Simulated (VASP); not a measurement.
Here is a VASP 6.6.1 calculation.

Contents of POSCAR:

```
BN
1.0
    0.0000000000      1.8075000000      1.8075000000
    1.8075000000      0.0000000000      1.8075000000
    1.8075000000      1.8075000000      0.0000000000
B N
1 1
Direct
    0.0000000000      0.0000000000      0.0000000000
    0.2500000000      0.2500000000      0.2500000000
```

The input INCAR.step1:

```
ALGO     = Normal         # electronic algorithm
EDIFF    = 1E-5           # SCF threshold, eV
ENCUT    = 600            # plane-wave cutoff, eV
GGA      = PE             # functional
ISMEAR   = 0              # smearing method
LASPH    = T              # aspherical terms in the spheres
LCHARG   = F              # write CHGCAR
LREAL    = F              # projectors in reciprocal space
LWAVE    = T              # write WAVECAR
NBANDS   = 11             # bands
NELM     = 100            # most SCF steps
PREC     = Accurate       # precision mode
SIGMA    = 0.02           # smearing width, eV
```

File INCAR.step2:

```
ALGO     = Normal         # electronic algorithm
EDIFF    = 1E-6           # SCF threshold, eV
EDIFFG   = -0.005         # ionic threshold
ENCUT    = 600            # plane-wave cutoff, eV
GGA      = PE             # functional
HFSCREEN = 0.2079         # screening, 1/A
IBRION   = 2              # ionic algorithm
ISIF     = 3              # what is computed and relaxed
ISMEAR   = 0              # smearing method
ISTART   = 1            
LASPH    = T              # aspherical terms in the spheres
LCHARG   = F              # write CHGCAR
LHFCALC  = T              # exact exchange
LREAL    = F              # projectors in reciprocal space
LWAVE    = F              # write WAVECAR
NELM     = 100            # most SCF steps
NSW      = 100            # ionic steps
PREC     = Accurate       # precision mode
PRECFOCK = Normal       
SIGMA    = 0.02           # smearing width, eV
```

File KPOINTS:

```
k-points
0
Gamma
  6 6 6
```

Potentials or basis: VASP PAW PBE potentials, release 64 (B, N).

The run is started by

```bash
$ cat potpaw_PBE.64/B/POTCAR potpaw_PBE.64/N/POTCAR > POTCAR
$ cp INCAR.step1 INCAR
$ mpirun -np 1 vasp_std > vasp.out
$ cp INCAR.step2 INCAR
$ mpirun -np 1 vasp_std > vasp.out
```

Task: Predict the space group after relaxing (to 0.1 Å).

Result: F-43m (No. 216).

Task: What does it give for the relaxed volume?

Result: 5.82 Å³/atom.

Task: Estimate the relaxed cell.

Result: a = 2.544 Å, b = 2.544 Å, c = 2.544 Å, α = 60.00°, β = 60.00°, γ = 60.00°.

Task: Predict the band gap on the k mesh.

Result: 5.79 eV (least direct gap 10.63 eV).

Final structure:
```
CELL_PARAMETERS angstrom
0.00000 1.79885 1.79885
1.79885 0.00000 1.79885
1.79885 1.79885 0.00000
ATOMIC_POSITIONS crystal
B 0.00000 0.00000 0.00000
N 0.25000 0.25000 0.25000
```

Caveat: the k points lie up to 0.50 Å⁻¹ apart in the final cell; the PAW data sets were made with another functional, which shifts forces and pressure a little. A k mesh can miss the band edges.
